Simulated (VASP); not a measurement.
**Sr2NbN2O2: single point with PBE**

The system is Sr2NbN2O2.

```xyz
7
Lattice="-2.0041 2.0041 6.4156 2.0041 -2.0041 6.4156 2.0041 2.0041 -6.4156" Properties=species:S:1:pos:R:3 pbc="T T T"
Nb    0.0000    0.0000    0.0000
Sr    0.0000    0.0000    8.3188
Sr    0.0000    0.0000    4.5124
O     0.0000    0.0000   10.7479
O     0.0000    0.0000    2.0833
N     2.0041    0.0000    0.0000
N     0.0000    2.0041    0.0000
```

```json
{
  "Program": "VASP 6.6.1",
  "Task": "single point",
  "Functional": "PBE",
  "Potentials or basis": "VASP PAW PBE potentials, release 64 (Nb_sv, Sr_sv, O, N)",
  "Cutoff": "520 eV",
  "k mesh": "9 × 9 × 9",
  "Occupations": "fermi-dirac, width 0.05 eV",
  "Spin": "no spin polarisation",
  "Dipole correction": "no",
  "Further INCAR settings": "ALGO = Normal; EDIFF = 1e-07; NBANDS = 36"
}
```

```yaml
Pressure: 4.0 GPa
Largest_force: 0.087 eV/Å
Band_gap_on_the_k_mesh: zero (an odd number of electrons rules out a gap without spin polarisation)
```

Forces on the atoms (eV/Å):
```
Nb   0.000  0.000  0.000
Sr   0.000  0.000  0.063
Sr   0.000  0.000 -0.063
O    0.000  0.000  0.087
O    0.000  0.000 -0.087
N    0.000  0.000  0.000
N    0.000  0.000  0.000
```

Stress tensor (GPa, compression positive):
```
4.10 0.00 0.00
0.00 4.10 0.00
0.00 0.00 3.89
```

Levels at points of the mesh, in eV from the Fermi level:
```csv
k point,band 24,band 25,band 26,band 27,band 28,band 29,band 30,band 31
"(0.00, 0.00, 0.00)",-0.98,-0.98,-0.49,0.57,0.57,1.13,2.21,2.21
```

Run time: 8.4 min on 1 thread of Intel(R) Xeon(R) 6975P-C (Granite Rapids) (shared host), peak memory 0.59 GiB.

Caveat: the cell stands under pressure; an odd number of electrons without spin polarisation forces a metal; a magnetic or distorted state may lie lower.
